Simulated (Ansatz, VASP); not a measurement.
## BN: VASP beside Ansatz

```xyz
2
Lattice="2.5589 0.0015 0.0000 1.2782 2.2168 0.0000 0.0000 0.0000 26.0000" Properties=species:S:1:pos:R:3 pbc="T T T"
B     1.9185    1.1091   13.0000
N     3.1975    1.8486   13.0000
```

Alike in both runs: task single point; functional PBE; dispersion D3(BJ); k mesh 10 × 10 × 1; occupations gaussian, width 0.02 eV; non-collinear spin, spin-orbit coupling.

|  | VASP | Ansatz |
| --- | --- | --- |
| version | VASP 6.6.1 | Ansatz 0.2.0 |
| potentials or method | VASP PAW PBE potentials, release 64 (B, N), cutoff 520 eV | scalar-relativistic, plane waves, PAW |
| valence electrons in the cell | 8 | 8 |

```tsv
	VASP	Ansatz	Ansatz less VASP
net moment per atom (μB)	0.00	0.00	0.000
```

Ansatz's warnings: near symmetry operations not taken.

Noted on VASP's run: three body term missing.
